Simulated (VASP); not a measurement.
# KI (I4/mmm) in VASP: notebook, part 2 of 2

VASP 6.6.1.

### Step 3. Single point, PBEsol (strain +0.0350 x Voigt [0, 0, 1, 0, 0, 0])

Input file INCAR:

```
SYSTEM = KI
PREC = Accurate
ENCUT = 520
EDIFF = 1E-6
ISMEAR = 0
SIGMA = 0.05
LREAL = .False.
LASPH = .True.
NELM = 80
ALGO = Normal
ISIF = 2
LWAVE = .False.
LCHARG = .False.
GGA = PS
NBANDS = 15
```

Input file KPOINTS:

```
regular mesh
0
Gamma
  6 6 6
  0 0 0
```

Input file POSCAR:

```
KI
1.0
    0.0000000000      3.5245500000      3.6479092500
    3.5245500000      0.0000000000      3.6479092500
    3.5245500000      3.5245500000      0.0000000000
K I
1 1
Direct
    0.0000000000      0.0000000000      0.0000000000
    0.5000000000      0.5000000000      0.5000000000
```

Potentials or basis: VASP PAW PBE potentials, release 64 (K_sv, I).

Command:

```console
cat potpaw_PBE.64/K_sv/POTCAR potpaw_PBE.64/I/POTCAR > POTCAR
mpirun -np 1 vasp_std > vasp.out
```

OUTCAR:

```text
SYSTEM = KI
   PREC = Accurate
   ENCUT = 520
   EDIFF = 1E-6
   ISMEAR = 0
   LREAL = .False.
   LASPH = .True.
   NELM = 80
   ISIF = 2
   GGA = PS

 ion  position               nearest neighbor table
   1  0.000  0.000  0.000-   2 3.52   2 3.52   2 3.52   2 3.52   2 3.65   2 3.65
   2  0.500  0.500  0.500-   1 3.52   1 3.52   1 3.52   1 3.52   1 3.65   1 3.65

  LATTYP: Found a body centered tetragonal cell.
 ALAT       =     4.9844664113
 C/A-ratio  =     1.4637110371

  Lattice vectors:

 A1 = (  -3.5245500000,   0.0000000000,   3.6479092500)
 A2 = (   3.5245500000,   0.0000000000,   3.6479092500)
 A3 = (   0.0000000000,   3.5245500000,  -3.6479092500)

Analysis of symmetry for initial positions (statically):
=====================================================================
 Subroutine PRICEL returns:
 Original cell was already a primitive cell.

 Routine SETGRP: Setting up the symmetry group for a
 body centered tetragonal supercell.

 Subroutine GETGRP returns: Found 16 space group operations
 (whereof 16 operations were pure point group operations)
 out of a pool of 16 trial point group operations.

The static configuration has the point symmetry D_4h.

Analysis of symmetry for dynamics (positions and initial velocities):
[... 173 lines left out ...]
      5     -11.1443      2.00000
      6      -0.6491      2.00000
      7      -0.6446      2.00000
      8      -0.6446      2.00000
      9       3.1110      0.00000
     10       5.6598      0.00000
     11       5.8673      0.00000
     12       5.8673      0.00000
     13       6.4554      0.00000
     14       6.5817      0.00000
[... 401 lines left out ...]
      2     -12.6280      2.00000
      3     -12.5918      2.00000
      4     -12.5822      2.00000
      5     -10.9747      2.00000
      6      -1.5897      2.00000
      7      -1.1590      2.00000
      8      -1.0055      2.00000
      9       4.6023      0.00000
     10       5.4107      0.00000
     11       6.9087      0.00000
     12       7.5002      0.00000
     13       8.1363      0.00000
     14       8.5799      0.00000
     15       9.0946      0.00000

 [... further k-points ...]
[... 5 lines left out ...]
  --------------------------------------------------------------------------------------
  -------------------------------------------------------------------------------------
  Total       -0.1608924     -0.1608924     -0.5155423      0.0000000     -0.0000000      0.0000000
  in kB       -2.8442304     -2.8442304     -9.1136742      0.0000000     -0.0000000      0.0000000
  external PRESSURE =      -4.9340450 kB  Pullay stress =       0.0000000 kB

 VOLUME and BASIS-vectors are now :
 -----------------------------------------------------------------------------
  energy-cutoff  :      520.00
  volume of cell :       90.63
      direct lattice vectors                 reciprocal lattice vectors
     0.000000000  3.524550000  3.647909250    -0.141862082  0.141862082  0.137064813
     3.524550000  0.000000000  3.647909250     0.141862082 -0.141862082  0.137064813
     3.524550000  3.524550000  0.000000000     0.141862082  0.141862082 -0.137064813

 POSITION                                       TOTAL-FORCE (eV/Angst)
 -----------------------------------------------------------------------------------
      0.00000      0.00000      0.00000         0.000000      0.000000      0.000000
      3.52455      3.52455      3.64791         0.000000      0.000000     -0.000000
 -----------------------------------------------------------------------------------
    total drift:                                0.000000     -0.000000     -0.000000

  FREE ENERGIE OF THE ION-ELECTRON SYSTEM (eV)
  ---------------------------------------------------
  free  energy   TOTEN  =        -5.8045866308 eV

  energy  without entropy=       -5.8045866308  energy(sigma->0) =       -5.80458663
```

OSZICAR:

```text
N       E                     dE             d eps       ncg     rms          rms(c)
DAV:   1     0.898830789477E+02    0.89883E+02   -0.65563E+03   900   0.908E+02
DAV:   2    -0.336516179795E+00   -0.90220E+02   -0.84063E+02  1138   0.213E+02
DAV:   3    -0.562792032848E+01   -0.52914E+01   -0.52657E+01  1239   0.451E+01
DAV:   4    -0.589372535544E+01   -0.26581E+00   -0.26573E+00  1502   0.871E+00
DAV:   5    -0.589507899945E+01   -0.13536E-02   -0.13536E-02  1280   0.686E-01    0.279E+00
DAV:   6    -0.580758930422E+01    0.87490E-01   -0.93022E-02  1152   0.196E+00    0.200E+00
DAV:   7    -0.579967167650E+01    0.79176E-02   -0.10595E-01  1208   0.171E+00    0.843E-01
DAV:   8    -0.580443190693E+01   -0.47602E-02   -0.13297E-02  1006   0.824E-01    0.228E-01
DAV:   9    -0.580429104890E+01    0.14086E-03   -0.71935E-04  1299   0.157E-01    0.795E-02
DAV:  10    -0.580457772651E+01   -0.28668E-03   -0.33508E-04  1012   0.108E-01    0.405E-02
DAV:  11    -0.580458351245E+01   -0.57859E-05   -0.24306E-05  1350   0.241E-02    0.136E-02
DAV:  12    -0.580458521861E+01   -0.17062E-05   -0.22419E-06  1102   0.115E-02    0.132E-02
DAV:  13    -0.580458650220E+01   -0.12836E-05   -0.12370E-06  1093   0.796E-03    0.285E-03
DAV:  14    -0.580458663075E+01   -0.12855E-06   -0.92372E-08   793   0.196E-03
   1 F= -.58045866E+01 E0= -.58045866E+01  d E =-.471202E-12
```

stdout:

```text
POSCAR found type information on POSCAR K I
 POSCAR found :  2 types and       2 ions
 scaLAPACK will be used
 -----------------------------------------------------------------------------
|                                                                             |
|                                                                             |
|     You enforced a specific xc type in the INCAR file but a different       |
|     I HOPE YOU KNOW WHAT YOU ARE DOING!                                     |
|                                                                             |
 -----------------------------------------------------------------------------

 LDA part: xc-table for (Slater+PW92), standard interpolation
 POSCAR, INCAR and KPOINTS ok, starting setup
 FFT: planning ... GRIDC
 FFT: planning ... GRID_SOFT
 FFT: planning ... GRID
 WAVECAR not read
 entering main loop
```

Run time: 48 s. Hardware: 1 thread of Intel Xeon Platinum 8488C (Sapphire Rapids), shared host; peak memory 0.25 GiB.

Results:

```yaml
Free_energy: -5.8046 eV
Pressure: -0.5 GPa
Band_gap_on_the_k_mesh: 3.76 eV, direct
```

Stress tensor (GPa, compression positive):
```
-0.28  0.00  0.00
 0.00 -0.28  0.00
 0.00  0.00 -0.91
```

Caveat: the cell differs from its parent crystal (strain +0.0350 x Voigt [0, 0, 1, 0, 0, 0]); the PAW data sets were made with another functional, which shifts forces and pressure a little; spin-orbit coupling is left out, which moves the levels of the heavy elements.
